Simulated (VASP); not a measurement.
**MoS2: relaxation of the atoms with PBEsol**

MoS2:

```
CELL_PARAMETERS angstrom
3.14139 0.00000 0.00000
-1.57069 2.72052 0.00000
0.00000 0.00000 11.82998
ATOMIC_POSITIONS crystal
Mo 0.66667 0.33333 0.25000
Mo 0.33333 0.66667 0.75000
S 0.66667 0.33333 0.62119
S 0.33333 0.66667 0.37881
S 0.66667 0.33333 0.87881
S 0.33333 0.66667 0.12119
```

This cell differs from its parent crystal: strain along c alone, the other axes held: -6.0 %.

| Property | Result |
| --- | --- |
| Program | VASP 6.6.1 |
| Task | relaxation of the atoms |
| Functional | PBEsol |
| Potentials or basis | VASP PAW PBE potentials, release 64 (Mo_sv, S) |
| Cutoff | 520 eV |
| k mesh | 12 × 12 × 2 |
| Occupations | gaussian, width 0.02 eV |
| Spin | no spin polarisation |
| Dipole correction | no |
| Further INCAR settings | ALGO = Normal; EDIFF = 1e-07; IBRION = 2; EDIFFG = -0.008; NSW = 60 |

```
Energy gained by relaxing : 6.1 meV/atom
Ionic steps               : 3
Pressure after relaxing   : 1.4 GPa
Band gap on the k mesh    : 0.64 eV (least direct gap 1.69 eV)
```

Stress tensor (GPa, compression positive):
```
0.60 0.00 0.00
0.00 0.60 0.00
0.00 0.00 2.92
```

The path:
```
step  energy change (eV)  largest force (eV/Å)  pressure (GPa)
   1              0.0000                0.6253            4.58
   2             -0.0366                0.0101            1.32
   3             -0.0366                0.0001            1.37
```

Final structure:
```
Mo S
1.0
     3.14139    0.00000    0.00000
    -1.57069    2.72052    0.00000
     0.00000    0.00000   11.82998
Mo S
2 4
Direct
  0.66667 0.33333 0.25000
  0.33333 0.66667 0.75000
  0.66667 0.33333 0.61868
  0.33333 0.66667 0.38132
  0.66667 0.33333 0.88132
  0.33333 0.66667 0.11868
```

Levels at points of the mesh, in eV from the valence-band top:
```tsv
k point	band 22	band 23	band 24	band 25	band 26	band 27	band 28	band 29	band 30	band 31
(0.00, 0.00, 0.00)	-2.33	-2.33	-1.43	-1.01	0.00	1.98	1.98	2.02	2.02	2.13
(0.50, 0.00, 0.00)	-2.64	-1.97	-1.69	-1.64	-1.48	1.50	1.57	1.87	2.23	2.69
(0.00, 0.00, 0.50)	-2.36	-2.36	-2.36	-0.26	-0.26	1.98	1.98	1.98	1.98	2.29
(0.50, 0.00, 0.50)	-2.87	-1.81	-1.81	-1.56	-1.56	1.52	1.52	2.07	2.07	3.12
```

It took 3.8 min on 1 thread of Oxide Virtual Turin-like Processor, on a shared host, peak memory 0.24 GiB.

Caveat: the cell differs from its parent crystal (strain along c alone, the other axes held: -6.0 %); the PAW data sets were made with another functional, which shifts forces and pressure a little. A k mesh can miss the band edges.
